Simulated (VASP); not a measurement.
# ZrB2 (P6/mmm) in VASP: notebook, part 2 of 2

VASP 6.6.1.

### Step 4. Single point, PBE+D3(BJ)

This run uses another cell than the first one, of 10.45 Å³/atom, 1.020 times its volume.

The input, INCAR:

```
PREC = Accurate ; ENCUT = 520
EDIFF = 1E-6 ; ISMEAR = -1
SIGMA = 0.05 ; LREAL = F
LASPH = T ; NELM = 60
ALGO = Normal ; ISIF = 2
LWAVE = F ; LCHARG = T
GGA = PE ; IVDW = 12
LELF = T ; LVHAR = T
NBANDS = 16
```

The input, KPOINTS:

```
regular mesh
0
Gamma
  10 10 8
```

The input, POSCAR:

```
ZrB2
1.0
    3.1909939893      0.0000000000      0.0000000000
   -1.5954969947      2.7634818581      0.0000000000
    0.0000000000      0.0000000000      3.5563980329
Zr B
1 2
Direct
    0.0000000000      0.0000000000      0.0000000000
    0.6666666667      0.3333333333      0.5000000000
    0.3333333333      0.6666666667      0.5000000000
```

Potentials or basis: VASP PAW PBE potentials, release 64 (Zr_sv, B).

Run with:

```bash
cat potpaw_PBE.64/Zr_sv/POTCAR potpaw_PBE.64/B/POTCAR > POTCAR
mpirun -np 1 vasp_std > vasp.out
```

OUTCAR:

```text
PREC = Accurate
   ENCUT = 520
   EDIFF = 1E-6
   ISMEAR = -1
   LREAL = F
   LASPH = T
   NELM = 60
   ISIF = 2
   GGA = PE
   IVDW = 12
 IVDW          = 12

 ion  position               nearest neighbor table
   1  0.000  0.000  0.000-   2 2.56   3 2.56   2 2.56   3 2.56   2 2.56   2 2.56   3 2.56   3 2.56
                             2 2.56   2 2.56   3 2.56   3 2.56
   2  0.667  0.333  0.500-   3 1.84   3 1.84   3 1.84   1 2.56   1 2.56   1 2.56   1 2.56   1 2.56
                             1 2.56
   3  0.333  0.667  0.500-   2 1.84   2 1.84   2 1.84   1 2.56   1 2.56   1 2.56   1 2.56   1 2.56
                             1 2.56

  LATTYP: Found a hexagonal cell.
 ALAT       =     3.1909939893
 C/A-ratio  =     1.1145110410

  Lattice vectors:

 A1 = (   3.1909939893,   0.0000000000,   0.0000000000)
 A2 = (  -1.5954969947,   2.7634818581,   0.0000000000)
 A3 = (   0.0000000000,   0.0000000000,   3.5563980329)

Analysis of symmetry for initial positions (statically):
=====================================================================
 Subroutine PRICEL returns:
 Original cell was already a primitive cell.

 Routine SETGRP: Setting up the symmetry group for a
 hexagonal supercell.

 Subroutine GETGRP returns: Found 24 space group operations
 (whereof 24 operations were pure point group operations)
 out of a pool of 24 trial point group operations.

The static configuration has the point symmetry D_6h.

Analysis of symmetry for dynamics (positions and initial velocities):
=====================================================================
 Subroutine PRICEL returns:
 Original cell was already a primitive cell.

 Routine SETGRP: Setting up the symmetry group for a
 hexagonal supercell.

 Subroutine GETGRP returns: Found 24 space group operations
 (whereof 24 operations were pure point group operations)
[... 120 lines left out ...]
   EFERMI_NEDOS =   21; number of points for ismear=-14 and -15
   IALGO  =     38    algorithm
   IMIX   =      4    mixing-type and parameters
     AMIX     =   0.40;   BMIX     =  1.00
     AMIX_MAG =   1.60;   BMIX_MAG =  1.00
  volume/ion in A,a.u.               =      10.45        70.55
  Fermi-wavevector in a.u.,A,eV,Ry     =   1.360509  2.570989 25.184168  1.850984
  Thomas-Fermi vector in A             =   2.487165
   LORBIT       =      0    0 simple, 1 ext, 2 COOP (PROOUT), +10 PAW based schemes
   GGA     = PE    functional components
   LHFCALC =     F    Hartree Fock is set to
   AEXX    =    0.0000 exact exchange contribution
   IVDW    =    12    specifies the selected vdW correction
   LEPSILON=     F    determine dielectric tensor
   LRPA    =     F    only Hartree local field effects (RPA)
 non-spin polarized calculation
  energy-cutoff  :      520.00
  volume of cell :       31.36
 maximum number of plane-waves:       857
 NGX is ok and might be reduce to    24
   NGX = 11   NGY = 11   NGZ = 13

 number of electron      18.0000000 magnetization

 Free energy of the ion-electron system (eV)
  ---------------------------------------------------
  ext. energy  EPLUGINS =         0.00000000
  ---------------------------------------------------
  free energy    TOTEN  =       -24.97082576 eV

  energy without entropy =      -24.96793534  energy(sigma->0) =      -24.96938055

 E-fermi :  10.2244     XC(G=0): -12.3508

 val. band max:       10.1879328271   @ k =   0.2000   0.2000   0.1250
 cond. band min:      10.3817456489   @ k =   0.1000  -0.0000   0.5000
 fundamental gap:      0.1938128218
 Fermi energy:        10.2243667891

 k-point     1 :       0.0000    0.0000    0.0000
  band No.  band energies     occupation
      1     -38.3927      2.00000
      2     -16.5627      2.00000
      3     -16.0454      2.00000
      4     -16.0454      2.00000
      5      -2.3262      2.00000
      6       7.7166      2.00000
[... 433 lines left out ...]
      3     -16.4421      2.00000
      4     -16.2898      2.00000
      5       1.0980      2.00000
      6       2.3563      2.00000
[... 8 lines left out ...]
     15      18.3636      0.00000
     16      20.1783      0.00000

 [... further k-points ...]

------------------------ aborting loop because EDIFF is reached ----------------------------------------

 Edisp (eV)   -1.14644

 E8    (eV) :    -0.5061

  FORCE on cell =-STRESS in cart. coord.  units (eV):
  Direction    XX          YY          ZZ          XY          YZ          ZX
  --------------------------------------------------------------------------------------
  -------------------------------------------------------------------------------------
  Total      -2.01252    -2.01252    -1.65352     0.00000    -0.00000    -0.00000
  in kB    -102.81550  -102.81550   -84.47462     0.00000    -0.00000    -0.00000
  external pressure =      -96.70 kB  Pullay stress =        0.00 kB

 VOLUME and BASIS-vectors are now :
 -----------------------------------------------------------------------------
  energy-cutoff  :      520.00
  volume of cell :       31.36
      direct lattice vectors                 reciprocal lattice vectors
     3.190993989  0.000000000  0.000000000     0.313381975  0.180931168  0.000000000
    -1.595496995  2.763481858  0.000000000     0.000000000  0.361862336  0.000000000
     0.000000000  0.000000000  3.556398033     0.000000000  0.000000000  0.281183375

 POSITION                                       TOTAL-FORCE (eV/Angst)
 -----------------------------------------------------------------------------------
      0.00000      0.00000      0.00000        -0.000000      0.000000      0.000000
      1.59550      0.92116      1.77820         0.000000      0.000000      0.000000
     -0.00000      1.84232      1.77820        -0.000000     -0.000000      0.000000
 -----------------------------------------------------------------------------------
    total drift:                               -0.000000      0.000000      0.000000

  FREE ENERGIE OF THE ION-ELECTRON SYSTEM (eV)
  ---------------------------------------------------
  free  energy   TOTEN  =       -26.1172646268 eV

  energy  without entropy=      -26.1143742029  energy(sigma->0) =      -26.11581941
```

stdout:

```text
POSCAR found type information on POSCAR ZrB
 POSCAR found :  2 types and       3 ions
 scaLAPACK will be used
 LDA part: xc-table for (Slater+PW92), standard interpolation
 POSCAR, INCAR and KPOINTS ok, starting setup
 FFT: planning ... GRIDC
 FFT: planning ... GRID_SOFT
 FFT: planning ... GRID
 WAVECAR not read
 entering main loop
```

It took 43 s on 1 thread of Intel Xeon 6975P-C, shared host; peak memory 0.18 GiB.

Results:

```yaml
Free_energy: -26.1173 eV
Pressure: -9.7 GPa
Band_gap_on_the_k_mesh: zero (band 9 reaches 10.87 eV, above the bottom of band 10 at 10.08 eV)
Dispersion_energy_per_atom: -0.382 eV
```

Levels at points of the mesh, in eV from the Fermi level:
```
           k point  band 7  band 8  band 9  band 10  band 11  band 12
(0.00, 0.00, 0.00)   -2.51   -2.46   -2.27     3.39     3.39     4.16
(0.50, 0.00, 0.00)   -3.74   -2.95   -2.54     2.28     2.33     4.88
(0.00, 0.00, 0.50)   -0.87   -0.87    0.41     0.41     0.84     0.84
(0.50, 0.00, 0.50)   -4.46   -3.98   -1.97     3.72     4.06     5.23
```

Caveat: pairwise dispersion overbinds metals, which lowers pressure and volume.

### Step 5. Summary

```csv
level,cell,gap on the mesh (eV),pressure (GPa)
PBE+D3(BJ),"a = 3.170, b = 3.170, c = 3.533 Å, angles 90.0, 90.0, 120.0°, 3 atoms",none,-5.3
PBEsol+D4,"a = 3.170, b = 3.170, c = 3.533 Å, angles 90.0, 90.0, 120.0°, 3 atoms",none,-7.0
PBE+D3(BJ),"a = 3.191, b = 3.191, c = 3.556 Å, angles 90.0, 90.0, 120.0°, 3 atoms",none,-9.7
```

Alike in all rows: task single point; potentials or basis VASP PAW PBE potentials, release 64 (Zr_sv, B); no spin polarisation; k mesh 10 × 10 × 8; cutoff (eV) 520; smearing fermi-dirac 0.05 eV.

Caveats: pairwise dispersion overbinds metals, which lowers pressure and volume; the PAW data sets were made with another functional, which shifts forces and pressure a little (some runs).

Absolute energies hang on the potentials; compare differences alone.
